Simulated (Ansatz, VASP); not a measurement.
# One calculation of GaN, two programs

```xyz
4
Lattice="3.1961 0.0000 0.0000 -1.5981 2.7679 0.0000 0.0000 0.0000 5.1140" Properties=species:S:1:pos:R:3 pbc="T T T"
Ga    0.0000    1.8453    0.0000
Ga    1.5981    0.9226    2.5570
N     0.0000    1.8453    1.9433
N     1.5981    0.9226    4.5003
```

Alike in both runs: task relaxation of cell and atoms; functional PBEsol; k mesh 12 × 12 × 6; occupations gaussian, width 0.02 eV; no spin polarisation.

```csv
,VASP,Ansatz
version,VASP 6.6.1,Ansatz 0.2.0
potentials or method,"VASP PAW PBE potentials, release 64 (Ga_d, N), cutoff 600 eV","scalar-relativistic, plane waves, PAW"
valence electrons in the cell,36,36
```

```csv
,VASP,Ansatz,Ansatz less VASP
"gap on the k mesh at the Fermi level, each at its own relaxed structure (eV)",1.91,1.88,-0.031
relaxed volume (Å³/atom),11.35,11.37,+0.022
relaxed cell length with the largest relative difference (Å),3.180,3.183,+0.0025
```

VASP's potentials were made for PBE, not for PBEsol.
